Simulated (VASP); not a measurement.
# CuO (C2/c) in VASP: notebook

The runs below take CuO through single point, with PBEsol+U.

All numbers are computed with VASP 6.6.1; they aren't measurements. Logs are shortened: lines on timing, memory, paths and dates and some standing lists are left out, and cuts for length are marked.

## (1) The cell of the first run

Symmetry: C2/c, No. 15, monoclinic system. The conventional cell has a = 4.684 Å, b = 3.423 Å, c = 5.129 Å, α = 90.00°, β = 99.54°, γ = 90.00°. Within 2.6 Å of Cu (site symmetry -1) lie 4 O at 1.95 to 1.96 Å. Cu (site symmetry -1) has 4 O at 1.95 to 1.96 Å within 2.6 Å. Within 3.0 Å of O (site symmetry 2) lie 6 Cu at 1.95 to 2.78 Å and 6 O at 2.62 to 2.90 Å.

## (2) Single point, PBEsol+U, collinear spin, zero start

INCAR reads:

```
SYSTEM = CuO
PREC = Accurate
ENCUT = 520
EDIFF = 1E-6
ISMEAR = 0
SIGMA = 0.05
LREAL = .False.
LASPH = .True.
NELM = 150
ALGO = Fast
ISIF = 2
LWAVE = .False.
LCHARG = .False.
ISPIN = 2
MAGMOM = 0 0 0 0 0 0 0 0
LORBIT = 11
LMAXMIX = 4
LDAU = .True.
LDAUTYPE = 2
LDAUL = 2 -1
LDAUU = 7 0
LDAUJ = 0 0
LDAUPRINT = 1
GGA = PS
NBANDS = 48
```

KPOINTS reads:

```
Automatic mesh
0
Gamma
  7 4 4
  0 0 0
```

POSCAR reads:

```
CuO
1.0
    2.3418496200     -1.7112997200      0.0000000000
    4.6836992400      3.4225994400      0.0000000000
   -0.8500298600      0.0000000000      5.0578691900
Cu O
4 4
Direct
    0.0000000000      0.2500000000      0.0000000000
    0.5000000000      0.0000000000      0.5000000000
    0.0000000000      0.7500000000      0.0000000000
    0.5000000000      0.5000000000      0.5000000000
    0.5816000000      0.2092000000      0.2500000000
    0.4184000000      0.2908000000      0.7500000000
    0.5816000000      0.7092000000      0.2500000000
    0.4184000000      0.7908000000      0.7500000000
```

Potentials or basis: VASP PAW PBE potentials, release 64 (Cu, O).

The run is started by

```bash
$ cat potpaw_PBE.64/Cu/POTCAR potpaw_PBE.64/O/POTCAR > POTCAR
$ mpirun -np 1 vasp_std > vasp.out
```

OUTCAR:

```text
SYSTEM = CuO
   PREC = Accurate
   ENCUT = 520
   EDIFF = 1E-6
   ISMEAR = 0
   LREAL = .False.
   LASPH = .True.
   NELM = 150
   ISIF = 2
   ISPIN = 2
   LORBIT = 11
   GGA = PS

 ion  position               nearest neighbor table
   1  0.000  0.250  0.000-   5 1.95   6 1.95   6 1.96   5 1.96
   2  0.500  0.000  0.500-   6 1.95   7 1.95   5 1.96   8 1.96
   3  0.000  0.750  0.000-   7 1.95   8 1.95   8 1.96   7 1.96
   4  0.500  0.500  0.500-   5 1.95   8 1.95   7 1.96   6 1.96
   5  0.582  0.209  0.250-   4 1.95   1 1.95   1 1.96   2 1.96
   6  0.418  0.291  0.750-   2 1.95   1 1.95   1 1.96   4 1.96
   7  0.582  0.709  0.250-   2 1.95   3 1.95   3 1.96   4 1.96
   8  0.418  0.791  0.750-   4 1.95   3 1.95   3 1.96   2 1.96

  LATTYP: Found a triclinic cell.
 ALAT       =     5.1288002014
 B/A-ratio  =     2.2153495271
 C/A-ratio  =     2.4726056341
 COS(alpha) =     0.0151394239
 COS(beta)  =     0.4962497009
 COS(gamma) =     0.8686319583

  Lattice vectors:

 A1 = (  -0.8500298600,   0.0000000000,   5.0578691900)
 A2 = (   0.6417899000,   5.1338991600,  10.1157383800)
 A3 = (  -7.8755787200,  -8.5564986000,   5.0578691900)

Analysis of symmetry for initial positions (statically):
=====================================================================
 Subroutine PRICEL returns following result:

  LATTYP: Found a base centered monoclinic cell.
 ALAT       =     4.6836992400
 B/A-ratio  =     0.7307470580
 C/A-ratio  =     1.0950319264
 COS(beta)  =    -0.1657365907
[... 12 lines left out ...]
 Subroutine GETGRP returns: Found  2 space group operations
 (whereof  2 operations were pure point group operations)
 out of a pool of  2 trial point group operations.

The static configuration has the point symmetry S_2 .

Analysis of symmetry for dynamics (positions and initial velocities):
=====================================================================
 Subroutine PRICEL returns following result:

  LATTYP: Found a base centered monoclinic cell.
 ALAT       =     4.6836992400
 B/A-ratio  =     0.7307470580
 C/A-ratio  =     1.0950319264
 COS(beta)  =    -0.1657365907
[... 12 lines left out ...]
 Subroutine GETGRP returns: Found  2 space group operations
 (whereof  2 operations were pure point group operations)
 out of a pool of  2 trial point group operations.

The dynamic configuration has the point symmetry S_2 .

Analysis of structural, dynamic, and magnetic symmetry:
=====================================================================
 Subroutine PRICEL returns following result:

  LATTYP: Found a base centered monoclinic cell.
 ALAT       =     4.6836992400
 B/A-ratio  =     0.7307470580
 C/A-ratio  =     1.0950319264
 COS(beta)  =    -0.1657365907
[... 12 lines left out ...]
 Subroutine GETGRP returns: Found  2 space group operations
 (whereof  2 operations were pure point group operations)
 out of a pool of  2 trial point group operations.

The overall configuration has the point symmetry S_2 .

 Subroutine INISYM returns: Found  2 space group operations
 (whereof  2 operations are pure point group operations),
 and found     2 'primitive' translations

----------------------------------------------------------------------------------------

                                     Primitive cell

  volume of cell :      40.5399

  direct lattice vectors                    reciprocal lattice vectors
     2.341849620 -1.711299720  0.000000000     0.213506451 -0.292175587  0.035882078
     2.341849620  1.711299720  0.000000000     0.213506451  0.292175587  0.035882078
    -0.850029860  0.000000000  5.057869190     0.000000000  0.000000000  0.197711717

  length of vectors
     2.900483817  2.900483817  5.128800201     0.363646946  0.363646946  0.197711717

  position of ions in fractional coordinates (direct lattice)
     0.000000000  0.500000000  0.000000000
     0.500000000  1.000000000  0.500000000
     0.581600000  0.418400000  0.250000000
     0.418400000  0.581600000  0.750000000

  ion indices of the primitive-cell ions
   primitive index   ion index
                 1           1
                 2           2
                 3           5
                 4           6

----------------------------------------------------------------------------------------

 KPOINTS: Automatic mesh
[... 53 lines left out ...]
   dimension x,y,z NGX =    24 NGY =   48 NGZ =   40
   dimension x,y,z NGXF=    48 NGYF=   96 NGZF=   80
   ions per type =               4   4
   NGX,Y,Z   is equivalent  to a cutoff of  13.76, 13.76, 12.97 a.u.
   NGXF,Y,Z  is equivalent  to a cutoff of  27.51, 27.51, 25.93 a.u.
 SYSTEM =  CuO
   PREC   = accura    normal or accurate (medium, high low for compatibility)
   ISTART =      0    job   : 0-new  1-cont  2-samecut
   ICHARG =      2    charge: 1-file 2-atom 10-const
   ISPIN  =      2    spin polarized calculation?
   LNONCOLLINEAR =      F non collinear calculations
   LSORBIT =      F    spin-orbit coupling
   LASPH  =      T    aspherical Exc in radial PAW
   ENCUT  =  520.0 eV  38.22 Ry    6.18 a.u.   5.39 10.79  9.54*2*pi/ulx,y,z
   NELM   =    150;   NELMIN=  2; NELMDL= -5     # of ELM steps
   EDIFF  = 0.1E-05   stopping-criterion for ELM
   LREAL  =      F    real-space projection
   EDIFFG = 0.1E-04   stopping-criterion for IOM
   NSW    =      0    number of steps for IOM
   IBRION =     -1    ionic relax: 0-MD 1-quasi-New 2-CG
   NFREE  =      0    steps in history (QN), initial steepest desc. (CG)
   ISIF   =      2    stress and relaxation
   ISYM   =      2    0-nonsym 1-usesym 2-fastsym
   POTIM  = 0.5000    time-step for ionic-motion
   TEBEG  =    0.0;   TEEND  =   0.0 temperature during run
   PSTRESS=    0.0 pullay stress
   NELECT =      68.0000    total number of electrons
   NUPDOWN=      -1.0000    fix difference up-down
   EMIN   =  10.00;   EMAX   =-10.00  energy-range for DOS
   EFERMI =   0.00;   METHOD = LEGACY
   ISMEAR =     0;   SIGMA  =   0.05  broadening in eV -4-tet -1-fermi 0-gaus
   EFERMI_NEDOS =   21; number of points for ismear=-14 and -15
   IALGO  =     68    algorithm
   IMIX   =      4    mixing-type and parameters
     AMIX     =   0.40;   BMIX     =  1.00
     AMIX_MAG =   1.60;   BMIX_MAG =  1.00
  volume/ion in A,a.u.               =      10.13        68.39
  Fermi-wavevector in a.u.,A,eV,Ry     =   1.543856  2.917466 32.429387  2.383493
  Thomas-Fermi vector in A             =   2.649460
   LORBIT       =     11    0 simple, 1 ext, 2 COOP (PROOUT), +10 PAW based schemes
 LDA+U is selected, type is set to LDAUTYPE =  2
   angular momentum for each species LDAUL =     2   -1
   U (eV)           for each species LDAUU =   7.0  0.0
   J (eV)           for each species LDAUJ =   0.0  0.0
   GGA     = PS    functional components
   LHFCALC =     F    Hartree Fock is set to
   AEXX    =    0.0000 exact exchange contribution
   IVDW    =     0    specifies the selected vdW correction
   LEPSILON=     F    determine dielectric tensor
   LRPA    =     F    only Hartree local field effects (RPA)
 spin polarized calculation
 RMM-DIIS sequential band-by-band and
 Gauss-broadening in eV      SIGMA  =   0.05
  energy-cutoff  :      520.00
  volume of cell :       81.08
 maximum number of plane-waves:      2211
 NGX is ok and might be reduce to    24
   NGX = 11   NGY = 21   NGZ = 19

 number of electron      68.0000002 magnetization      -0.0000998

atom =   1  type =  1  l = 2

 onsite density matrix

spin component  1
[... 116 lines left out ...]
  o =  0.8035  v = -0.0784 -0.5859 -0.0107 -0.7686  0.2444  0.0000  0.0000  0.0000  0.0000  0.0000      0.0000  0.0000  0.0000  0.0000  0.0000  0.0000  0.0000  0.0000  0.0000  0.0000
  o =  0.8035  v =  0.0000  0.0000  0.0000  0.0000  0.0000 -0.0784 -0.5859 -0.0107 -0.7686  0.2444      0.0000  0.0000  0.0000  0.0000  0.0000  0.0000  0.0000  0.0000  0.0000  0.0000
  o =  0.9574  v =  0.0000  0.0000  0.0000  0.0000  0.0000  0.8779  0.1047  0.4358 -0.1661  0.0294      0.0000  0.0000  0.0000  0.0000  0.0000  0.0000  0.0000  0.0000  0.0000  0.0000
  o =  0.9574  v =  0.8779  0.1046  0.4358 -0.1660  0.0294  0.0000  0.0000  0.0000  0.0000  0.0000      0.0000  0.0000  0.0000  0.0000  0.0000  0.0000  0.0000  0.0000  0.0000  0.0000
  o =  0.9692  v =  0.0000  0.0000  0.0000  0.0000  0.0000  0.0124  0.3684 -0.2588 -0.5112 -0.7320      0.0000  0.0000  0.0000  0.0000  0.0000  0.0000  0.0000  0.0000  0.0000  0.0000
  o =  0.9692  v =  0.0124  0.3683 -0.2588 -0.5112 -0.7320  0.0000  0.0000  0.0000  0.0000  0.0000      0.0000  0.0000  0.0000  0.0000  0.0000  0.0000  0.0000  0.0000  0.0000  0.0000
  o =  0.9714  v =  0.0000  0.0000  0.0000  0.0000  0.0000  0.0548 -0.6781  0.2123  0.3079 -0.6304      0.0000  0.0000  0.0000  0.0000  0.0000  0.0000  0.0000  0.0000  0.0000  0.0000
  o =  0.9714  v =  0.0548 -0.6781  0.2123  0.3079 -0.6303  0.0000  0.0000  0.0000  0.0000  0.0000      0.0000  0.0000  0.0000  0.0000  0.0000  0.0000  0.0000  0.0000  0.0000  0.0000
  o =  0.9790  v = -0.4691  0.2244  0.8354 -0.1598 -0.0788  0.0000  0.0000  0.0000  0.0000  0.0000      0.0000  0.0000  0.0000  0.0000  0.0000  0.0000  0.0000  0.0000  0.0000  0.0000
  o =  0.9790  v =  0.0000  0.0000  0.0000  0.0000  0.0000 -0.4691  0.2243  0.8354 -0.1598 -0.0788      0.0000  0.0000  0.0000  0.0000  0.0000  0.0000  0.0000  0.0000  0.0000  0.0000

 number of electron      68.0000002 magnetization       0.0000498

 Free energy of the ion-electron system (eV)
  ---------------------------------------------------
  ext. energy  EPLUGINS =         0.00000000
  ---------------------------------------------------
  free energy    TOTEN  =       -33.76614376 eV

  energy without entropy =      -33.76023508  energy(sigma->0) =      -33.76318942

 E-fermi :   4.8171     XC(G=0): -12.0981

 val. band max:        4.8164883774   @ k =  -0.1429  -0.2500   0.2500
 cond. band min:       4.8274355088   @ k =   0.1429   0.5000   0.0000
 fundamental gap:      0.0109471313
 Fermi energy:         4.8171346385

 spin component 1

 k-point     1 :       0.0000    0.0000    0.0000
  band No.  band energies     occupation
      1     -14.5585      1.00000
      2     -13.7728      1.00000
      3     -13.1916      1.00000
      4     -13.0328      1.00000
      5      -3.2601      1.00000
      6      -2.1404      1.00000
[... 2345 lines left out ...]
     45      17.2898      0.00000
     46      18.7262      0.00000

 [... further k-points ...]

 [bands above 46 left out]

------------------------ aborting loop because EDIFF is reached ----------------------------------------

  FORCE on cell =-STRESS in cart. coord.  units (eV):
  Direction    XX          YY          ZZ          XY          YZ          ZX
  --------------------------------------------------------------------------------------
  -------------------------------------------------------------------------------------
  Total       -3.9228889     -2.6175601     -5.1314576      0.0120564     -0.0262543      0.2393713
  in kB      -77.5182432    -51.7242954   -101.4001646      0.2382403     -0.5187985      4.7300961
  external PRESSURE =     -76.8809011 kB  Pullay stress =       0.0000000 kB

 VOLUME and BASIS-vectors are now :
 -----------------------------------------------------------------------------
  energy-cutoff  :      520.00
  volume of cell :       81.08
      direct lattice vectors                 reciprocal lattice vectors
     2.341849620 -1.711299720  0.000000000     0.213506451 -0.292175587  0.035882078
     4.683699240  3.422599440  0.000000000     0.106753225  0.146087793  0.017941039
    -0.850029860  0.000000000  5.057869190     0.000000000  0.000000000  0.197711717

 POSITION                                       TOTAL-FORCE (eV/Angst)
 -----------------------------------------------------------------------------------
      1.17092      0.85565      0.00000        -0.000000      0.000000     -0.000000
      0.74591     -0.85565      2.52893        -0.000000     -0.000000     -0.000000
      3.51277      2.56695      0.00000        -0.000000      0.000000     -0.000000
      3.08776      0.85565      2.52893        -0.000000      0.000000     -0.000000
      2.12934     -0.27928      1.26447        -0.007169      0.318029      0.015020
      1.70433      0.27928      3.79340         0.007169     -0.318029     -0.015020
      4.47119      1.43202      1.26447        -0.007169      0.318029      0.015020
      4.04618      1.99058      3.79340         0.007169     -0.318029     -0.015020
 -----------------------------------------------------------------------------------
    total drift:                                0.000000      0.000000     -0.000000

  FREE ENERGIE OF THE ION-ELECTRON SYSTEM (eV)
  ---------------------------------------------------
  free  energy   TOTEN  =       -33.7661437571 eV

  energy  without entropy=      -33.7602350822  energy(sigma->0) =      -33.76318942

 total charge

# of ion       s       p       d       tot
------------------------------------------
    1        0.358   0.374   9.337  10.070
    2        0.358   0.374   9.337  10.069
    3        0.358   0.374   9.337  10.070
    4        0.358   0.374   9.337  10.069
    5        1.571   3.339   0.000   4.910
    6        1.571   3.339   0.000   4.910
    7        1.571   3.339   0.000   4.910
    8        1.571   3.339   0.000   4.910
--------------------------------------------------
tot          7.717  14.852  37.348  59.917

 magnetization (x)

# of ion       s       p       d       tot
------------------------------------------
    1       -0.000  -0.000   0.000   0.000
    2       -0.000   0.000  -0.000  -0.000
    3       -0.000  -0.000   0.000   0.000
    4       -0.000   0.000  -0.000  -0.000
    5       -0.000   0.000   0.000   0.000
    6       -0.000   0.000   0.000   0.000
    7       -0.000   0.000   0.000   0.000
    8       -0.000   0.000   0.000   0.000
--------------------------------------------------
tot         -0.000   0.000   0.000   0.000
```

It took 11 min on 1 thread of Oxide Virtual Turin-like, shared host; peak memory 0.41 GiB.

What came out:

```yaml
Free_energy: -33.7661 eV
Pressure: -7.7 GPa
Largest_force: 0.318 eV/Å
Band_gap_on_the_k_mesh: zero (filled and empty bands overlap)
Net_moment: 0.00 μB per cell
Valence_electrons_inside_the_program's_atomic_spheres: Cu 10.07; O 4.91
```

Forces in eV/Å, atoms in the order of the input:
```
Cu   0.000  0.000  0.000
Cu   0.000  0.000  0.000
Cu   0.000  0.000  0.000
Cu   0.000  0.000  0.000
O   -0.007  0.318  0.015
O    0.007 -0.318 -0.015
O   -0.007  0.318  0.015
O    0.007 -0.318 -0.015
```

Stress tensor (GPa, compression positive):
```
 -7.75   0.02   0.47
  0.02  -5.17  -0.05
  0.47  -0.05 -10.14
```

Levels at points of the mesh, in eV from the Fermi level:
Spin up:
| k point | band 30 | band 31 | band 32 | band 33 | band 34 | band 35 | band 36 | band 37 | band 38 | band 39 |
| --- | --- | --- | --- | --- | --- | --- | --- | --- | --- | --- |
| (0.00, 0.00, 0.00) | -2.35 | -2.16 | -1.81 | 0.09 | 0.25 | 0.35 | 0.99 | 2.05 | 5.54 | 6.67 |
| (0.00, 0.50, 0.00) | -2.22 | -2.10 | -2.10 | -0.09 | -0.09 | 0.65 | 0.65 | 4.10 | 4.10 | 7.26 |
| (0.00, 0.00, 0.50) | -2.59 | -1.81 | -1.81 | -0.21 | 0.34 | 0.35 | 0.76 | 4.32 | 4.32 | 5.78 |
| (0.00, 0.50, 0.50) | -2.06 | -2.02 | -2.02 | -0.97 | -0.97 | 0.54 | 0.54 | 5.33 | 5.33 | 5.86 |
Spin down:
```csv
k point,band 30,band 31,band 32,band 33,band 34,band 35,band 36,band 37,band 38,band 39
"(0.00, 0.00, 0.00)",-2.35,-2.16,-1.81,0.09,0.25,0.35,0.99,2.05,5.54,6.67
"(0.00, 0.50, 0.00)",-2.22,-2.10,-2.10,-0.09,-0.09,0.65,0.65,4.10,4.10,7.26
"(0.00, 0.00, 0.50)",-2.59,-1.81,-1.81,-0.21,0.34,0.35,0.76,4.32,4.32,5.78
"(0.00, 0.50, 0.50)",-2.06,-2.02,-2.02,-0.97,-0.97,0.54,0.54,5.33,5.33,5.86
```

Eigenvalues of the final occupation matrices:
| site | spin | trace | eigenvalues |
| --- | --- | --- | --- |
| site 1 d | 1 | 4.68 | 0.80 0.96 0.97 0.97 0.98 |
| site 1 d | 2 | 4.68 | 0.80 0.96 0.97 0.97 0.98 |
| site 2 d | 1 | 4.68 | 0.80 0.96 0.97 0.97 0.98 |
| site 2 d | 2 | 4.68 | 0.80 0.96 0.97 0.97 0.98 |
| site 3 d | 1 | 4.68 | 0.80 0.96 0.97 0.97 0.98 |
| site 3 d | 2 | 4.68 | 0.80 0.96 0.97 0.97 0.98 |
| site 4 d | 1 | 4.68 | 0.80 0.96 0.97 0.97 0.98 |
| site 4 d | 2 | 4.68 | 0.80 0.96 0.97 0.97 0.98 |

Caveat: the cell stands under tension; the PAW data sets were made with another functional, which shifts forces and pressure a little.

[end of part 1 of 2]
